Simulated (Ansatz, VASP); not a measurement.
# Two plane-wave programs on SrO

```
Sr O
1.0
     0.00000    2.72849    2.57989
     2.72849    0.00000    2.57989
     2.72849    2.72849    0.00000
Sr O
1 1
Direct
  0.00000 0.00000 0.00000
  0.50000 0.50000 0.50000
```

Change from the starting cell: biaxial_xy strain +5.8%.

Alike in both runs: task single point; functional r2SCAN; k mesh 8 × 8 × 8; no spin polarisation.

|  | VASP | Ansatz |
| --- | --- | --- |
| version | VASP 6.6.1 | Ansatz 0.2.0 |
| potentials or method | VASP PAW PBE potentials, release 64 (Sr_sv, O) | plane waves, PAW |
| plane-wave cutoff (eV) | 520 | 500 |
| occupations | gaussian, width 0.01 eV | fixed |
| valence electrons in the cell | 16 | 16 |

Ansatz gave:

| Quantity | Value |
| --- | --- |
| gap on the k mesh at the Fermi level (eV) | 3.59 |
| pressure (GPa) | -7.7 |
| traceless stress, the component that is largest in VASP (GPa) | 2.77 |

Task: What did VASP give for the same quantities?

Result: gap on the k mesh at the Fermi level (eV): 3.54; pressure (GPa): -7.4; traceless stress, the component that is largest in VASP (GPa): 2.95.

VASP's potentials were made for PBE, not for r2SCAN.
